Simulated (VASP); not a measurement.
Input of a VASP 6.6.1 run:

INCAR

```
SYSTEM = Tl3S
  ALGO = Normal
  EDIFF = 1E-6
  ENCUT = 520
  GGA = PE
  ISIF = 2
  ISMEAR = -1
  LASPH = .TRUE.
  LCHARG = .FALSE.
  LREAL = .FALSE.
  LWAVE = .FALSE.
  NBANDS = 30
  NELM = 100
  PREC = Accurate
  SIGMA = 0.05
```

Contents of KPOINTS:

```
k-points
0
G
  8 8 8
  0 0 0
```

POSCAR

```
Tl3S
1.0
   -2.3509700000      2.3509700000      5.1428010000
    2.3509700000     -2.3509700000      5.1428010000
    2.3509700000      2.3509700000     -5.1428010000
Tl S
3 1
Direct
    0.5000000000      0.5000000000      0.0000000000
    0.2500000000      0.7500000000      0.5000000000
    0.7500000000      0.2500000000      0.5000000000
    0.0000000000      0.0000000000      0.0000000000
```

Potentials or basis: VASP PAW PBE potentials, release 64 (Tl_d, S).

Launch:

```bash
$ cat potpaw_PBE.64/Tl_d/POTCAR potpaw_PBE.64/S/POTCAR > POTCAR
$ mpirun -np 1 vasp_std > vasp.out
```

(1) Predict the pressure.

## Answers

(1) 0.0 GPa.
